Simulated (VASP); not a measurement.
## CdF2: single point with PBE

The system is CdF2.

```xyz
3
Lattice="0.0000 2.6940 2.6940 2.7950 0.0000 2.6940 2.7950 2.6940 0.0000" Properties=species:S:1:pos:R:3 pbc="T T T"
Cd    0.0000    0.0000    0.0000
F     1.3975    1.3470    1.3470
F     4.1925    4.0410    4.0410
```

This cell differs from its parent crystal: strain +0.0375 x Voigt [1, 0, 0, 0, 0, 0].

| Property | Result |
| --- | --- |
| Program | VASP 6.6.1 |
| Task | single point |
| Functional | PBE |
| Potentials or basis | VASP PAW PBE potentials, release 64 (Cd, F) |
| Cutoff | 520 eV |
| k mesh | 8 × 8 × 8 |
| Occupations | gaussian, width 0.05 eV |
| Spin | no spin polarisation |
| Dipole correction | no |
| Further INCAR settings | ALGO = Normal; EDIFF = 1e-06; NBANDS = 20 |

```yaml
Pressure: 2.0 GPa
Band_gap_on_the_k_mesh: 2.89 eV, indirect (least direct gap 3.40 eV)
```

Stress tensor (GPa, compression positive):
```
-0.56  0.00  0.00
 0.00  3.30  0.00
 0.00  0.00  3.30
```

Levels at points of the mesh, in eV from the valence-band top:
| k point | band 11 | band 12 | band 13 | band 14 | band 15 | band 16 |
| --- | --- | --- | --- | --- | --- | --- |
| (0.00, 0.00, 0.00) | -0.62 | -0.62 | -0.52 | 2.89 | 12.45 | 12.45 |
| (0.50, 0.00, 0.00) | -1.69 | -0.47 | -0.45 | 6.85 | 8.97 | 14.02 |
| (0.50, 0.50, 0.00) | -0.39 | -0.20 | -0.07 | 7.64 | 9.37 | 11.81 |
| (0.00, 0.50, 0.50) | -0.59 | -0.08 | -0.08 | 7.67 | 9.48 | 11.83 |

Run time: 60 s on 1 thread of Intel(R) Xeon(R) Platinum 8375C CPU @ 2.90GHz (Ice Lake) (shared host), peak memory 0.19 GiB.

Caveat: the cell differs from its parent crystal (strain +0.0375 x Voigt [1, 0, 0, 0, 0, 0]). A k mesh can miss the band edges.
